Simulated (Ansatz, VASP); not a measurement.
# PbSe in VASP and in Ansatz

INCAR

```
  PREC = Accurate
  ENCUT = 500
  EDIFF = 1E-7
  ISMEAR = 0
  SIGMA = 0.02
  LREAL = F
  LASPH = T
  NELM = 120
  ALGO = Normal
  ISIF = 3
  LWAVE = F
  LCHARG = F
  GGA = PE
  IBRION = 2
  NSW = 100
  EDIFFG = -0.005
  GGA_COMPAT = F
  NELMIN = 4
```

File KPOINTS:

```
regular mesh
0
Gamma
  8 8 6
```

Contents of POSCAR:

```
PbSe
1.0
    2.1548765900     -6.1339473500      0.0000000000
    2.1548765900      6.1339473500      0.0000000000
    0.0000000000      0.0000000000      4.4504935700
Pb Se
2 2
Direct
    0.6317607300      0.3682392700      0.7500000000
    0.3682392700      0.6317607300      0.2500000000
    0.8612899600      0.1387100400      0.7500000000
    0.1387100400      0.8612899600      0.2500000000
```

Input for Ansatz:

```yaml
crystal:
  lattice:
    - [2.15487659, -6.13394735, 0.0]
    - [2.15487659, 6.13394735, 0.0]
    - [0.0, 0.0, 4.45049357]
  atoms:
    - { symbol: Pb, position: [0.63176073, 0.36823927, 0.75] }
    - { symbol: Pb, position: [0.36823927, 0.63176073, 0.25] }
    - { symbol: Se, position: [0.86128996, 0.13871004, 0.75] }
    - { symbol: Se, position: [0.13871004, 0.86128996, 0.25] }
basis:
  ecutwfc: 420
kpoints:
  mp_grid: { grid: [8, 8, 6] }
hamiltonian:
  xc: pbe
scf:
  occupations: { method: gaussian, width: 0.02 }
output:
  forces: true
  stress: true
  eigenvalues: true
relax:
  adjacent_minimum: "off"
  f_tol: 0.005
  max_steps: 80
  cell: { stress_tol: 0.05 }
```

Alike in both runs: task relaxation of cell and atoms; functional PBE; k mesh 8 × 8 × 6; occupations gaussian, width 0.02 eV; no spin polarisation.

|  | VASP | Ansatz |
| --- | --- | --- |
| version | VASP 6.6.1 | Ansatz 0.2.0 |
| potentials or method | VASP PAW PBE potentials, release 64 (Pb_d, Se), cutoff 500 eV | scalar-relativistic, plane waves, PAW |
| valence electrons in the cell | 40 | 60 |

```tsv
	VASP	Ansatz	Ansatz less VASP
gap on the k mesh at the Fermi level, each at its own relaxed structure (eV)	1.11	1.12	+0.012
relaxed volume (Å³/atom)	30.18	30.20	+0.023
relaxed length of the cell vector where the two differ most in proportion (Å)	6.578	6.581	+0.0030
```

VASP's potentials hold 40 valence electrons a cell and Ansatz's 60, so a difference there can come from the potentials and not from the codes.

Neither program's run includes spin-orbit coupling.
